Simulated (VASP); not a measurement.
# CdO2 (P-3m1) in VASP: notebook

Runs on CdO2. Level: r2SCAN. Tasks: single point.

All numbers are computed with VASP 6.6.1; they aren't measurements. Logs are shortened: lines on timing, memory, paths and dates and some standing lists are left out, and cuts for length are marked.

**1. The cell of the first run**

Symmetry: P-3m1, No. 164, trigonal system. The conventional cell has a = 3.350 Å, b = 3.350 Å, c = 3.510 Å, α = 90.00°, β = 90.00°, γ = 120.00°. Within 2.9 Å of Cd (site symmetry -3m) lie 6 O at 2.18 Å. O (site symmetry 3m) has 3 Cd at 2.18 Å and 6 O at 2.45 to 2.78 Å within 2.9 Å.

**2. Single point, r2SCAN**

POSCAR

```
CdO2
1.0
    3.3499779241      0.0000000000      0.0000000000
   -1.6749889620      2.9011659844      0.0000000000
    0.0000000000      0.0000000000      3.5095078068
Cd O
1 2
Direct
    0.0000000000      0.0000000000      0.0000000000
    0.6666666667      0.3333333333      0.7150079971
    0.3333333333      0.6666666667      0.2849920029
```

INCAR.step1

```
SYSTEM = CdO2
ALGO = Normal
EDIFF = 1E-5
ENCUT = 770
GGA = PE
GGA_COMPAT = .False.
ISMEAR = -1
LASPH = .True.
LCHARG = .False.
LREAL = .False.
LWAVE = .True.
NBANDS = 23
NELM = 120
PREC = Accurate
SIGMA = 0.1
```

INCAR.step2

```
SYSTEM = CdO2
ALGO = Normal
EDIFF = 1E-6
ENCUT = 770
GGA_COMPAT = .False.
ISIF = 2
ISMEAR = -1
ISTART = 1
LASPH = .True.
LCHARG = .False.
LMIXTAU = .True.
LREAL = .False.
LWAVE = .False.
METAGGA = R2SCAN
NBANDS = 23
NELM = 120
PREC = Accurate
SIGMA = 0.1
```

KPOINTS

```
k-points
0
Gamma
  9 9 6
  0 0 0
```

Potentials or basis: VASP PAW PBE potentials, release 64 (Cd_sv_GW, O).

Run with:

```sh
$ cat potpaw_PBE.64/Cd_sv_GW/POTCAR potpaw_PBE.64/O/POTCAR > POTCAR
$ cp INCAR.step1 INCAR
$ mpirun -np 1 vasp_std > vasp.out
$ cp INCAR.step2 INCAR
$ mpirun -np 1 vasp_std > vasp.out
```

OUTCAR:

```text
SYSTEM = CdO2
   EDIFF = 1E-6
   ENCUT = 770
   ISIF = 2
   ISMEAR = -1
   ISTART = 1
   LASPH = .True.
   LREAL = .False.
   METAGGA = R2SCAN
   NELM = 120
   PREC = Accurate

 ion  position               nearest neighbor table
   1  0.000  0.000  0.000-   2 2.18   3 2.18   3 2.18   2 2.18   2 2.18   3 2.18
   2  0.667  0.333  0.715-   1 2.18   1 2.18   1 2.18
   3  0.333  0.667  0.285-   1 2.18   1 2.18   1 2.18

  LATTYP: Found a hexagonal cell.
 ALAT       =     3.3499779241
 C/A-ratio  =     1.0476211743

  Lattice vectors:

 A1 = (   3.3499779241,   0.0000000000,   0.0000000000)
 A2 = (  -1.6749889620,   2.9011659844,   0.0000000000)
 A3 = (   0.0000000000,   0.0000000000,   3.5095078068)

Analysis of symmetry for initial positions (statically):
=====================================================================
 Subroutine PRICEL returns:
 Original cell was already a primitive cell.

 Routine SETGRP: Setting up the symmetry group for a
 hexagonal supercell.

 Subroutine GETGRP returns: Found 12 space group operations
 (whereof 12 operations were pure point group operations)
 out of a pool of 24 trial point group operations.

The static configuration has the point symmetry D_3d.

Analysis of symmetry for dynamics (positions and initial velocities):
=====================================================================
 Subroutine PRICEL returns:
 Original cell was already a primitive cell.

 Routine SETGRP: Setting up the symmetry group for a
 hexagonal supercell.

 Subroutine GETGRP returns: Found 12 space group operations
 (whereof 12 operations were pure point group operations)
 out of a pool of 24 trial point group operations.

The dynamic configuration has the point symmetry D_3d.

 Subroutine INISYM returns: Found 12 space group operations
 (whereof 12 operations are pure point group operations),
 and found     1 'primitive' translations

----------------------------------------------------------------------------------------

                                     Primitive cell

  volume of cell :      34.1084

  direct lattice vectors                    reciprocal lattice vectors
     3.349977924  0.000000000  0.000000000     0.298509430  0.172344500  0.000000000
    -1.674988962  2.901165984  0.000000000     0.000000000  0.344688999  0.000000000
     0.000000000  0.000000000  3.509507807     0.000000000  0.000000000  0.284940241

  length of vectors
     3.349977924  3.349977924  3.509507807     0.344688999  0.344688999  0.284940241

  position of ions in fractional coordinates (direct lattice)
     0.000000000  0.000000000  0.000000000
     0.666666667  0.333333333  0.715007997
     0.333333333  0.666666667  0.284992003

  ion indices of the primitive-cell ions
   primitive index   ion index
                 1           1
                 2           2
                 3           3

----------------------------------------------------------------------------------------

 KPOINTS: k-points

Automatic generation of k-mesh.
 Grid dimensions read from file:
 generate k-points for:    9    9    6

 Generating k-lattice:

  Cartesian coordinates                     Fractional coordinates (reciprocal lattice)
     0.033167714  0.019149389  0.000000000     0.111111111  0.000000000  0.000000000
     0.000000000  0.038298778  0.000000000     0.000000000  0.111111111  0.000000000
     0.000000000  0.000000000  0.047490040     0.000000000  0.000000000  0.166666667

  Length of vectors
     0.038298778  0.038298778  0.047490040

  Shift w.r.t. Gamma in fractional coordinates (k-lattice)
     0.000000000  0.000000000  0.000000000

 Subroutine IBZKPT returns following result:
 ===========================================

 Found     62 irreducible k-points:

 Following reciprocal coordinates:
            Coordinates               Weight
  0.000000  0.000000  0.000000      1.000000
  0.111111 -0.000000  0.000000      6.000000
  0.222222 -0.000000  0.000000      6.000000
  0.333333  0.000000  0.000000      6.000000
  0.444444 -0.000000  0.000000      6.000000
  0.111111  0.111111  0.000000      6.000000
[... 16 lines left out ...]
  0.222222  0.111111  0.166667     12.000000
 -0.111111  0.333333  0.166667     12.000000
 [... further k-points ...]
   k-points           NKPTS =     62   k-points in BZ     NKDIM =     62   number of bands    NBANDS=     23
   number of dos      NEDOS =    301   number of ions     NIONS =      3
   total plane-waves  NPLWV =  28800
   dimension x,y,z NGX =    30 NGY =   30 NGZ =   32
   dimension x,y,z NGXF=    60 NGYF=   60 NGZF=   64
   ions per type =               1   2
   NGX,Y,Z   is equivalent  to a cutoff of  14.89, 14.89, 15.16 a.u.
   NGXF,Y,Z  is equivalent  to a cutoff of  29.78, 29.78, 30.32 a.u.
 SYSTEM =  CdO2
   PREC   = accura    normal or accurate (medium, high low for compatibility)
   ISTART =      1    job   : 0-new  1-cont  2-samecut
   ICHARG =      0    charge: 1-file 2-atom 10-const
   ISPIN  =      1    spin polarized calculation?
   LNONCOLLINEAR =      F non collinear calculations
   LSORBIT =      F    spin-orbit coupling
   LASPH  =      T    aspherical Exc in radial PAW
   ENCUT  =  770.0 eV  56.59 Ry    7.52 a.u.   7.58  7.58  7.94*2*pi/ulx,y,z
   NELM   =    120;   NELMIN=  2; NELMDL=  0     # of ELM steps
   EDIFF  = 0.1E-05   stopping-criterion for ELM
   LREAL  =      F    real-space projection
[... 7 lines left out ...]
   TEBEG  =    0.0;   TEEND  =   0.0 temperature during run
   PSTRESS=    0.0 pullay stress
   NELECT =      32.0000    total number of electrons
   NUPDOWN=      -1.0000    fix difference up-down
   EMIN   =  10.00;   EMAX   =-10.00  energy-range for DOS
   EFERMI =   0.00;   METHOD = LEGACY
   ISMEAR =    -1;   SIGMA  =   0.10  broadening in eV -4-tet -1-fermi 0-gaus
   EFERMI_NEDOS =   21; number of points for ismear=-14 and -15
   IALGO  =     38    algorithm
   IMIX   =      4    mixing-type and parameters
     AMIX     =   0.40;   BMIX     =  1.00
     AMIX_MAG =   1.60;   BMIX_MAG =  1.00
  volume/ion in A,a.u.               =      11.37        76.72
  Fermi-wavevector in a.u.,A,eV,Ry     =   1.602647  3.028564 34.946263  2.568478
  Thomas-Fermi vector in A             =   2.699435
   LORBIT       =      0    0 simple, 1 ext, 2 COOP (PROOUT), +10 PAW based schemes
   METAGGA = R2SCAN    functional components
   LHFCALC =     F    Hartree Fock is set to
   AEXX    =    0.0000 exact exchange contribution
   IVDW    =     0    specifies the selected vdW correction
   LEPSILON=     F    determine dielectric tensor
   LRPA    =     F    only Hartree local field effects (RPA)
 non-spin polarized calculation
  energy-cutoff  :      770.00
  volume of cell :       34.11
 maximum number of plane-waves:      1686
   NGX = 15   NGY = 15   NGZ = 15

 number of electron      32.0000001 magnetization

 Free energy of the ion-electron system (eV)
  ---------------------------------------------------
  ext. energy  EPLUGINS =         0.00000000
  ---------------------------------------------------
  free energy    TOTEN  =       -32.18995141 eV

  energy without entropy =      -32.09713160  energy(sigma->0) =      -32.14354150

 E-fermi :   3.5072     XC(G=0): -12.4890

 val. band max:        3.5043470967   @ k =   0.0000   0.3333   0.1667
 cond. band min:       3.5080318408   @ k =   0.1111   0.1111   0.1667
 fundamental gap:      0.0036847442
 Fermi energy:         3.5071699635

 k-point     1 :       0.0000    0.0000    0.0000
  band No.  band energies     occupation
      1    -100.1017      2.00000
      2     -60.2557      2.00000
      3     -60.2433      2.00000
      4     -60.2433      2.00000
      5     -15.9519      2.00000
      6     -13.4111      2.00000
[... 15 lines left out ...]
     22      21.3463      0.00000
     23      25.9286      0.00000

 k-point     2 :       0.1111   -0.0000    0.0000
  band No.  band energies     occupation
      1    -100.1017      2.00000
      2     -60.2555      2.00000
      3     -60.2448      2.00000
      4     -60.2437      2.00000
      5     -15.8576      2.00000
      6     -13.5040      2.00000
[... 15 lines left out ...]
     22      21.9285      0.00000
     23      24.0461      0.00000

 k-point     3 :       0.2222   -0.0000    0.0000
  band No.  band energies     occupation
      1    -100.1015      2.00000
      2     -60.2551      2.00000
      3     -60.2485      2.00000
      4     -60.2446      2.00000
      5     -15.5977      2.00000
      6     -13.7430      2.00000
[... 15 lines left out ...]
     22      21.5227      0.00000
     23      22.6818      0.00000

 k-point     4 :       0.3333    0.0000    0.0000
  band No.  band energies     occupation
      1    -100.1013      2.00000
      2     -60.2546      2.00000
      3     -60.2527      2.00000
      4     -60.2457      2.00000
      5     -15.2377      2.00000
      6     -14.0501      2.00000
[... 15 lines left out ...]
     22      20.3001      0.00000
     23      21.9722      0.00000

 k-point     5 :       0.4444   -0.0000    0.0000
  band No.  band energies     occupation
      1    -100.1011      2.00000
      2     -60.2555      2.00000
      3     -60.2542      2.00000
      4     -60.2464      2.00000
      5     -14.8839      2.00000
      6     -14.3526      2.00000
[... 434 lines left out ...]
 k-point    22 :       0.1111    0.1111    0.1667
  band No.  band energies     occupation
      1    -100.1015      2.00000
      2     -60.2561      2.00000
      3     -60.2472      2.00000
      4     -60.2444      2.00000
      5     -15.5520      2.00000
      6     -13.7974      2.00000
[... 15 lines left out ...]
     22      20.0930      0.00000
     23      23.9932      0.00000

 k-point    23 :       0.2222    0.1111    0.1667
  band No.  band energies     occupation
      1    -100.1013      2.00000
      2     -60.2556      2.00000
      3     -60.2509      2.00000
      4     -60.2457      2.00000
      5     -15.2556      2.00000
      6     -14.0357      2.00000
[... 15 lines left out ...]
     22      19.8042      0.00000
     23      24.6490      0.00000

 k-point    24 :      -0.1111    0.3333    0.1667
  band No.  band energies     occupation
      1    -100.1013      2.00000
      2     -60.2556      2.00000
      3     -60.2509      2.00000
      4     -60.2457      2.00000
      5     -15.2911      2.00000
      6     -13.9790      2.00000
[... 15 lines left out ...]
     22      20.5355      0.00000
     23      23.3237      0.00000

 [... further k-points ...]

------------------------ aborting loop because EDIFF is reached ----------------------------------------

  FORCE on cell =-STRESS in cart. coord.  units (eV):
  Direction    XX          YY          ZZ          XY          YZ          ZX
  --------------------------------------------------------------------------------------
  -------------------------------------------------------------------------------------
  Total        1.0227241      1.0227241      0.9690438      0.0000000      0.0000000      0.0000000
  in kB       48.0405883     48.0405883     45.5190580      0.0000000      0.0000000      0.0000000
  external PRESSURE =      47.2000782 kB  Pullay stress =       0.0000000 kB

 VOLUME and BASIS-vectors are now :
 -----------------------------------------------------------------------------
  energy-cutoff  :      770.00
  volume of cell :       34.11
      direct lattice vectors                 reciprocal lattice vectors
     3.349977924  0.000000000  0.000000000     0.298509430  0.172344500  0.000000000
    -1.674988962  2.901165984  0.000000000     0.000000000  0.344688999  0.000000000
     0.000000000  0.000000000  3.509507807     0.000000000  0.000000000  0.284940241

 POSITION                                       TOTAL-FORCE (eV/Angst)
 -----------------------------------------------------------------------------------
      0.00000      0.00000      0.00000        -0.000000      0.000000      0.000000
      1.67499      0.96706      2.50933        -0.000000      0.000000     -0.004868
     -0.00000      1.93411      1.00018         0.000000     -0.000000      0.004868
 -----------------------------------------------------------------------------------
    total drift:                                0.000000      0.000000      0.000000

  FREE ENERGIE OF THE ION-ELECTRON SYSTEM (eV)
  ---------------------------------------------------
  free  energy   TOTEN  =       -32.1899514121 eV

  energy  without entropy=      -32.0971315962  energy(sigma->0) =      -32.14354150
```

It took 4 min on 1 thread of Intel Xeon Platinum 8259CL at 2.50GHz (Skylake/Cascade Lake), shared host; peak memory 0.25 GiB.

What came out:

| Item | Value |
| --- | --- |
| Free energy | -32.1900 eV |
| Pressure | 4.7 GPa |
| Largest force | 0.005 eV/Å |
| Band gap on the k mesh | zero (bands 16 and 17 overlap by 1.67 eV) |

Forces on the atoms (eV/Å):
```
Cd   0.000  0.000  0.000
O    0.000  0.000 -0.005
O    0.000  0.000  0.005
```

Levels at points of the mesh, in eV from the Fermi level:
```tsv
k point	band 12	band 13	band 14	band 15	band 16	band 17	band 18	band 19	band 20	band 21
(0.00, 0.00, 0.00)	-2.57	-1.20	-1.20	-0.58	-0.58	-0.04	4.18	9.98	14.97	14.97
(0.00, 0.00, 0.50)	-2.42	-2.41	-2.03	-2.03	0.39	0.39	7.86	8.08	15.49	15.49
```

Caveat: the cell stands under pressure; the PAW data sets were made with another functional, which shifts forces and pressure a little.

**3. Single point, r2SCAN**

This run uses another cell than the first one, of 12.22 Å³/atom.

POSCAR

```
CdO2
1.0
    3.3922926503      0.0000000000      0.0000000000
   -1.6961463251      2.9378116122      0.0000000000
    0.0000000000      0.0000000000      3.6788668932
Cd O
1 2
Direct
    0.0000000000      0.0000000000      0.0000000000
    0.6666666667      0.3333333333      0.7260118235
    0.3333333333      0.6666666667      0.2739881765
```

INCAR.step1

```
PREC     = Accurate       # precision mode
ENCUT    = 770            # plane-wave cutoff, eV
ISMEAR   = -1             # smearing method
SIGMA    = 0.1            # smearing width, eV
LREAL    = F              # projectors in reciprocal space
LASPH    = T              # aspherical terms in the spheres
NELM     = 120            # most SCF steps
NBANDS   = 23             # bands
GGA      = PE             # functional
ALGO     = Normal         # electronic algorithm
EDIFF    = 1E-5           # SCF threshold, eV
LWAVE    = T              # write WAVECAR
LCHARG   = F              # write CHGCAR
GGA_COMPAT= F
```

INCAR.step2

```
PREC     = Accurate       # precision mode
ENCUT    = 770            # plane-wave cutoff, eV
EDIFF    = 1E-6           # SCF threshold, eV
ISMEAR   = -1             # smearing method
SIGMA    = 0.1            # smearing width, eV
LREAL    = F              # projectors in reciprocal space
LASPH    = T              # aspherical terms in the spheres
NELM     = 120            # most SCF steps
ALGO     = Normal         # electronic algorithm
ISIF     = 2              # what is computed and relaxed
LWAVE    = F              # write WAVECAR
LCHARG   = F              # write CHGCAR
METAGGA  = R2SCAN         # meta-GGA
LMIXTAU  = T            
NBANDS   = 23             # bands
ISTART   = 1            
GGA_COMPAT= F
```

KPOINTS

```
Automatic mesh
0
Gamma
  9 9 6
```

Potentials or basis: VASP PAW PBE potentials, release 64 (Cd_sv_GW, O).

Run with:

```sh
$ cat potpaw_PBE.64/Cd_sv_GW/POTCAR potpaw_PBE.64/O/POTCAR > POTCAR
$ cp INCAR.step1 INCAR
$ mpirun -np 1 vasp_std > vasp.out
$ cp INCAR.step2 INCAR
$ mpirun -np 1 vasp_std > vasp.out
```

OUTCAR:

```text
PREC = Accurate
   ENCUT = 770
   EDIFF = 1E-6
   ISMEAR = -1
   LREAL = F
   LASPH = T
   NELM = 120
   ISIF = 2
   METAGGA = R2SCAN
   ISTART = 1

 ion  position               nearest neighbor table
   1  0.000  0.000  0.000-   2 2.20   3 2.20   3 2.20   2 2.20   2 2.20   3 2.20
   2  0.667  0.333  0.726-   1 2.20   1 2.20   1 2.20
   3  0.333  0.667  0.274-   1 2.20   1 2.20   1 2.20

  LATTYP: Found a hexagonal cell.
 ALAT       =     3.3922926503
 C/A-ratio  =     1.0844780426

[... 816 lines left out ...]

  FORCE on cell =-STRESS in cart. coord.  units (eV):
  Direction    XX          YY          ZZ          XY          YZ          ZX
  --------------------------------------------------------------------------------------
  -------------------------------------------------------------------------------------
  Total       -0.4976817     -0.4976817     -0.5439838     -0.0000000      0.0000000      0.0000000
  in kB      -21.7485815    -21.7485815    -23.7719735     -0.0000000      0.0000000      0.0000000
  external PRESSURE =     -22.4230455 kB  Pullay stress =       0.0000000 kB

 VOLUME and BASIS-vectors are now :
 -----------------------------------------------------------------------------
  energy-cutoff  :      770.00
  volume of cell :       36.66
      direct lattice vectors                 reciprocal lattice vectors
     3.392292650  0.000000000  0.000000000     0.294785888  0.170194712  0.000000000
    -1.696146325  2.937811612  0.000000000     0.000000000  0.340389423  0.000000000
     0.000000000  0.000000000  3.678866893     0.000000000  0.000000000  0.271822827

 POSITION                                       TOTAL-FORCE (eV/Angst)
 -----------------------------------------------------------------------------------
      0.00000      0.00000      0.00000         0.000000      0.000000      0.000000
      1.69615      0.97927      2.67090        -0.000000      0.000000     -0.002372
     -0.00000      1.95854      1.00797         0.000000     -0.000000      0.002372
 -----------------------------------------------------------------------------------
    total drift:                               -0.000000      0.000000      0.000000

  FREE ENERGIE OF THE ION-ELECTRON SYSTEM (eV)
  ---------------------------------------------------
  free  energy   TOTEN  =       -32.2091030855 eV

  energy  without entropy=      -32.1038361184  energy(sigma->0) =      -32.15646960
```

OSZICAR.step1:

```text
N       E                     dE             d eps       ncg     rms          rms(c)
DAV:   1     0.652733376893E+03    0.65273E+03   -0.22328E+04  2873   0.246E+03
DAV:   2     0.500415090681E+02   -0.60269E+03   -0.54741E+03  2874   0.720E+02
DAV:   3    -0.102844684418E+02   -0.60326E+02   -0.57797E+02  4349   0.251E+02
DAV:   4    -0.124689713913E+02   -0.21845E+01   -0.21802E+01  3364   0.499E+01
DAV:   5    -0.125543943200E+02   -0.85423E-01   -0.85410E-01  4145   0.969E+00    0.219E+01
DAV:   6    -0.109607049617E+02    0.15937E+01   -0.76811E+00  4672   0.912E+01    0.207E+01
DAV:   7    -0.106922729829E+02    0.26843E+00   -0.12523E+00  4558   0.278E+01    0.136E+01
DAV:   8    -0.107224502030E+02   -0.30177E-01   -0.49330E-01  4656   0.178E+01    0.224E+00
DAV:   9    -0.106743538667E+02    0.48096E-01   -0.12378E-01  4673   0.109E+01    0.220E-01
DAV:  10    -0.106752973258E+02   -0.94346E-03   -0.12101E-02  3844   0.112E+00    0.282E-01
DAV:  11    -0.106752335495E+02    0.63776E-04   -0.30266E-04  4676   0.465E-01    0.298E-02
DAV:  12    -0.106752496862E+02   -0.16137E-04   -0.45763E-05  3248   0.124E-01    0.119E-02
DAV:  13    -0.106752503455E+02   -0.65929E-06   -0.80258E-06  2235   0.478E-02
   1 F= -.10675250E+02 E0= -.10621506E+02  d E =-.107489E+00
```

Run time: 2 min. Hardware: 1 thread of Intel Xeon 6975P-C (Granite Rapids), shared host; peak memory 0.26 GiB.

Results:

```
Free energy            : -32.2091 eV
Pressure               : -2.2 GPa
Band gap on the k mesh : zero (bands 16 and 17 overlap by 1.65 eV)
```

Forces in eV/Å, atoms in the order of the input:
```
Cd   0.000  0.000  0.000
O    0.000  0.000 -0.002
O    0.000  0.000  0.002
```

Caveat: the PAW data sets were made with another functional, which shifts forces and pressure a little.
